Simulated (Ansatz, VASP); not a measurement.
## Two plane-wave programs on HfB

INCAR

```
ALGO = Normal ; EDIFF = 1E-7
EDIFFG = -0.005 ; ENCUT = 600
GGA = PS ; IBRION = 2
ISIF = 3 ; ISMEAR = -1
LASPH = T ; LCHARG = F
LREAL = F ; LWAVE = F
NELM = 80 ; NSW = 40
PREC = Accurate ; SIGMA = 0.05
```

The input KPOINTS:

```
k-points
0
Gamma
  10 10 10
```

Contents of POSCAR:

```
HfB
1.0
    0.0000000000      2.3100000000      2.3100000000
    2.3100000000      0.0000000000      2.3100000000
    2.3100000000      2.3100000000      0.0000000000
Hf B
1 1
Direct
    0.5000000000      0.5000000000      0.5000000000
    0.0000000000      0.0000000000      0.0000000000
```

Contents of input.yaml:

```yaml
crystal:
  lattice:
    - [0.0, 2.31, 2.31]
    - [2.31, 0.0, 2.31]
    - [2.31, 2.31, 0.0]
  atoms:
    - { symbol: Hf, position: [0.5, 0.5, 0.5] }
    - { symbol: B, position: [0.0, 0.0, 0.0] }
hamiltonian:
  xc: pbesol
  pseudopotentials: { kind: paw }
kpoints:
  mp_grid: { grid: [10, 10, 10] }
scf:
  occupations: { method: fermi_dirac, width: 0.05 }
output:
  forces: true
  stress: true
  eigenvalues: true
relax:
  f_tol: 0.01
  max_steps: 40
  cell: { stress_tol: 0.05 }
```

Alike in both runs: task relaxation of cell and atoms; functional PBEsol; k mesh 10 × 10 × 10; occupations fermi-dirac, width 0.05 eV; no spin polarisation.

|  | VASP | Ansatz |
| --- | --- | --- |
| version | VASP 6.6.1 | Ansatz 0.2.0 |
| potentials or method | VASP PAW PBE potentials, release 64 (Hf_pv, B) | Ansatz PAW |
| plane-wave cutoff (eV) | 600 | 420 |
| valence electrons in the cell | 13 | 29 |

```csv
,VASP,Ansatz,Ansatz less VASP
"gap on the k mesh at the Fermi level, each at its own relaxed structure (eV)",none,none,-
relaxed volume (Å³/atom),13.75,13.72,-0.029
relaxed cell length with the largest relative difference (Å),3.388,3.385,-0.0024
```

VASP's potentials were made for PBE, not for PBEsol. A gap of «none» marks a metal or a gap that the smearing closes. VASP's potentials hold 13 valence electrons a cell and Ansatz's 29, so a difference there can come from the potentials and not from the codes.

Neither program's run includes spin-orbit coupling. Noted on Ansatz's run: the plane-wave basis is chosen anew once the cell has moved, so the energies of steps on either side of that aren't comparable.
